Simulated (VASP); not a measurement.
# N2 in VASP: single point with PBEsol

Aim: the single point of N2 with PBEsol.

Program: VASP 6.6.1. These are calculated values, not measurements. Logs are shortened: lines on timing, memory, paths and dates and some standing lists are left out, and cuts for length are marked.

## (1) The cell of the first run

The cell holds a molecule in a box, 2 atoms: a = 10.000 Å, b = 10.500 Å, c = 11.000 Å, α = 90.00°, β = 90.00°, γ = 90.00°.

## (2) Single point, PBEsol

File INCAR:

```
SYSTEM = N
ALGO     = Normal         ! electronic algorithm
EDIFF    = 1E-6           ! SCF threshold, eV
ENCUT    = 520            ! plane-wave cutoff, eV
GGA      = PS             ! functional
GGA_COMPAT= .False.      
ISIF     = 2              ! what is computed and relaxed
ISMEAR   = 0              ! smearing method
LASPH    = .True.         ! aspherical terms in the spheres
LCHARG   = .False.        ! write CHGCAR
LREAL    = .False.        ! projectors in reciprocal space
LWAVE    = .False.        ! write WAVECAR
NBANDS   = 12             ! bands
NELM     = 120            ! most SCF steps
NELMDL   = -8           
PREC     = Accurate       ! precision mode
SIGMA    = 0.01           ! smearing width, eV
```

File KPOINTS:

```
k-points
0
Gamma
  1 1 1
  0 0 0
```

File POSCAR:

```
N
1.0
   10.0000000000      0.0000000000      0.0000000000
    0.0000000000     10.5000000000      0.0000000000
    0.0000000000      0.0000000000     11.0000000000
N
2
Direct
    0.5000000000      0.5000000000      0.4500092983
    0.5000000000      0.5000000000      0.5499907017
```

Potentials or basis: VASP PAW PBE potentials, release 64 (N).

Command:

```sh
$ cat potpaw_PBE.64/N/POTCAR > POTCAR
$ mpirun -np 1 vasp_gam > vasp.out
```

OUTCAR:

```text
SYSTEM = N
   EDIFF = 1E-6
   ENCUT = 520
   GGA = PS
   ISIF = 2
   ISMEAR = 0
   LASPH = .True.
   LREAL = .False.
   NELM = 120
   NELMDL = -8
   PREC = Accurate

 ion  position               nearest neighbor table
   1  0.500  0.500  0.450-   2 1.10
   2  0.500  0.500  0.550-   1 1.10

  LATTYP: Found a simple orthorhombic cell.
 ALAT       =    10.0000000000
 B/A-ratio  =     1.0500000000
 C/A-ratio  =     1.1000000000

  Lattice vectors:

 A1 = (  10.0000000000,   0.0000000000,   0.0000000000)
 A2 = (   0.0000000000,  10.5000000000,   0.0000000000)
 A3 = (   0.0000000000,   0.0000000000,  11.0000000000)

Analysis of symmetry for initial positions (statically):
=====================================================================
 Subroutine PRICEL returns:
 Original cell was already a primitive cell.

 Routine SETGRP: Setting up the symmetry group for a
 simple orthorhombic supercell.

 Subroutine GETGRP returns: Found  8 space group operations
 (whereof  8 operations were pure point group operations)
 out of a pool of  8 trial point group operations.

The static configuration has the point symmetry D_2h.

Analysis of symmetry for dynamics (positions and initial velocities):
=====================================================================
 Subroutine PRICEL returns:
 Original cell was already a primitive cell.

 Routine SETGRP: Setting up the symmetry group for a
 simple orthorhombic supercell.

 Subroutine GETGRP returns: Found  8 space group operations
 (whereof  8 operations were pure point group operations)
 out of a pool of  8 trial point group operations.

The dynamic configuration has the point symmetry D_2h.

 Subroutine INISYM returns: Found  8 space group operations
 (whereof  8 operations are pure point group operations),
 and found     1 'primitive' translations

----------------------------------------------------------------------------------------

                                     Primitive cell

  volume of cell :    1155.0000

  direct lattice vectors                    reciprocal lattice vectors
    10.000000000  0.000000000  0.000000000     0.100000000  0.000000000  0.000000000
     0.000000000 10.500000000  0.000000000     0.000000000  0.095238095  0.000000000
     0.000000000  0.000000000 11.000000000     0.000000000  0.000000000  0.090909091

  length of vectors
    10.000000000 10.500000000 11.000000000     0.100000000  0.095238095  0.090909091

  position of ions in fractional coordinates (direct lattice)
     0.500000000  0.500000000  0.450009298
     0.500000000  0.500000000  0.549990702

  ion indices of the primitive-cell ions
   primitive index   ion index
                 1           1
                 2           2

----------------------------------------------------------------------------------------

 KPOINTS: k-points

Automatic generation of k-mesh.
 Grid dimensions read from file:
 generate k-points for:    1    1    1

 Generating k-lattice:

  Cartesian coordinates                     Fractional coordinates (reciprocal lattice)
     0.100000000  0.000000000  0.000000000     1.000000000  0.000000000  0.000000000
     0.000000000  0.095238095  0.000000000     0.000000000  1.000000000  0.000000000
     0.000000000  0.000000000  0.090909091     0.000000000  0.000000000  1.000000000

  Length of vectors
     0.100000000  0.095238095  0.090909091

  Shift w.r.t. Gamma in fractional coordinates (k-lattice)
     0.000000000  0.000000000  0.000000000

 Subroutine IBZKPT returns following result:
 ===========================================

 Found      1 irreducible k-points:

 Following reciprocal coordinates:
            Coordinates               Weight
  0.000000  0.000000  0.000000      1.000000
   k-points           NKPTS =      1   k-points in BZ     NKDIM =      1   number of bands    NBANDS=     12
   number of dos      NEDOS =    301   number of ions     NIONS =      2
   total plane-waves  NPLWV = 537600
   dimension x,y,z NGX =    80 NGY =   80 NGZ =   84
   dimension x,y,z NGXF=   160 NGYF=  160 NGZF=  168
   ions per type =               2
   NGX,Y,Z   is equivalent  to a cutoff of  13.30, 12.67, 12.70 a.u.
   NGXF,Y,Z  is equivalent  to a cutoff of  26.60, 25.33, 25.39 a.u.
 SYSTEM =  N
   PREC   = accura    normal or accurate (medium, high low for compatibility)
   ISTART =      0    job   : 0-new  1-cont  2-samecut
   ICHARG =      2    charge: 1-file 2-atom 10-const
   ISPIN  =      1    spin polarized calculation?
   LNONCOLLINEAR =      F non collinear calculations
   LSORBIT =      F    spin-orbit coupling
   LASPH  =      T    aspherical Exc in radial PAW
   ENCUT  =  520.0 eV  38.22 Ry    6.18 a.u.  18.59 19.52 20.45*2*pi/ulx,y,z
   NELM   =    120;   NELMIN=  2; NELMDL= -8     # of ELM steps
   EDIFF  = 0.1E-05   stopping-criterion for ELM
   LREAL  =      F    real-space projection
   EDIFFG = 0.1E-04   stopping-criterion for IOM
   NSW    =      0    number of steps for IOM
   IBRION =     -1    ionic relax: 0-MD 1-quasi-New 2-CG
   NFREE  =      0    steps in history (QN), initial steepest desc. (CG)
   ISIF   =      2    stress and relaxation
   ISYM   =      2    0-nonsym 1-usesym 2-fastsym
   POTIM  = 0.5000    time-step for ionic-motion
   TEBEG  =    0.0;   TEEND  =   0.0 temperature during run
   PSTRESS=    0.0 pullay stress
   NELECT =      10.0000    total number of electrons
   NUPDOWN=      -1.0000    fix difference up-down
   EMIN   =  10.00;   EMAX   =-10.00  energy-range for DOS
   EFERMI =   0.00;   METHOD = LEGACY
   ISMEAR =     0;   SIGMA  =   0.01  broadening in eV -4-tet -1-fermi 0-gaus
   EFERMI_NEDOS =   21; number of points for ismear=-14 and -15
   IALGO  =     38    algorithm
   IMIX   =      4    mixing-type and parameters
     AMIX     =   0.40;   BMIX     =  1.00
     AMIX_MAG =   1.60;   BMIX_MAG =  1.00
  volume/ion in A,a.u.               =     577.50      3897.16
  Fermi-wavevector in a.u.,A,eV,Ry     =   0.336161  0.635252  1.537517  0.113004
  Thomas-Fermi vector in A             =   1.236311
   LORBIT       =      0    0 simple, 1 ext, 2 COOP (PROOUT), +10 PAW based schemes
   GGA     = PS    functional components
   LHFCALC =     F    Hartree Fock is set to
   AEXX    =    0.0000 exact exchange contribution
   IVDW    =     0    specifies the selected vdW correction
   LEPSILON=     F    determine dielectric tensor
   LRPA    =     F    only Hartree local field effects (RPA)
 non-spin polarized calculation
 Gauss-broadening in eV      SIGMA  =   0.01
  energy-cutoff  :      520.00
  volume of cell :     1155.00
 maximum number of plane-waves:     15548
 NGX is ok and might be reduce to    80
   NGX = 37   NGY = 39   NGZ = 41

 number of electron      10.0000002 magnetization

 Free energy of the ion-electron system (eV)
  ---------------------------------------------------
  ext. energy  EPLUGINS =         0.00000000
  ---------------------------------------------------
  free energy    TOTEN  =       -17.05028755 eV

  energy without entropy =      -17.05028755  energy(sigma->0) =      -17.05028755

 E-fermi :  -9.9755     XC(G=0):  -0.5086

 val. band max:      -10.0362515571   @ k =   0.0000   0.0000   0.0000
 cond. band min:      -1.8464010392   @ k =   0.0000   0.0000   0.0000
 fundamental gap:      8.1898505179
 Fermi energy:        -9.9755079237

 k-point     1 :       0.0000    0.0000    0.0000
  band No.  band energies     occupation
      1     -28.2232      2.00000
      2     -13.2383      2.00000
      3     -11.5452      2.00000
      4     -11.5452      2.00000
      5     -10.0363      2.00000
      6      -1.8464      0.00000
      7      -1.8463      0.00000
      8      -0.1481      0.00000
      9       1.0150      0.00000
     10       1.0723      0.00000
     11       1.0923      0.00000
     12       1.2918      0.00000

------------------------ aborting loop because EDIFF is reached ----------------------------------------

  FORCE on cell =-STRESS in cart. coord.  units (eV):
  Direction    XX          YY          ZZ          XY          YZ          ZX
  --------------------------------------------------------------------------------------
  -------------------------------------------------------------------------------------
  Total       -0.0594557     -0.0591907      1.9970952     -0.0000000      0.0000000      0.0000000
  in kB       -0.0824750     -0.0821074      2.7703035     -0.0000000      0.0000000      0.0000000
  external PRESSURE =       0.8685737 kB  Pullay stress =       0.0000000 kB

 VOLUME and BASIS-vectors are now :
 -----------------------------------------------------------------------------
  energy-cutoff  :      520.00
  volume of cell :     1155.00
      direct lattice vectors                 reciprocal lattice vectors
    10.000000000  0.000000000  0.000000000     0.100000000  0.000000000  0.000000000
     0.000000000 10.500000000  0.000000000     0.000000000  0.095238095  0.000000000
     0.000000000  0.000000000 11.000000000     0.000000000  0.000000000  0.090909091

 POSITION                                       TOTAL-FORCE (eV/Angst)
 -----------------------------------------------------------------------------------
      5.00000      5.25000      4.95010         0.000000      0.000000     -1.897522
      5.00000      5.25000      6.04990         0.000000      0.000000      1.897522
 -----------------------------------------------------------------------------------
    total drift:                                0.000000      0.000000      0.000000

  FREE ENERGIE OF THE ION-ELECTRON SYSTEM (eV)
  ---------------------------------------------------
  free  energy   TOTEN  =       -17.0502875477 eV

  energy  without entropy=      -17.0502875477  energy(sigma->0) =      -17.05028755
```

It took 62 s on 1 thread of Intel Xeon Platinum 8488C (Sapphire Rapids), shared host; peak memory 0.83 GiB.

What came out:

```
Free energy                     : -17.0503 eV
Largest force                   : 1.898 eV/Å
Gap between the frontier levels : 8.19 eV
```

Forces in eV/Å, atoms in the order of the input:
```
N    0.000  0.000 -1.898
N    0.000  0.000  1.898
```

Levels at points of the mesh, in eV from the valence-band top:
| k point | band 1 | band 2 | band 3 | band 4 | band 5 | band 6 | band 7 | band 8 | band 9 | band 10 |
| --- | --- | --- | --- | --- | --- | --- | --- | --- | --- | --- |
| (0.00, 0.00, 0.00) | -18.19 | -3.20 | -1.51 | -1.51 | 0.00 | 8.19 | 8.19 | 9.89 | 11.05 | 11.11 |

Caveat: the standard files for N, O and F lose accuracy on very short bonds; the PAW data sets were made with another functional, which shifts forces and pressure a little.
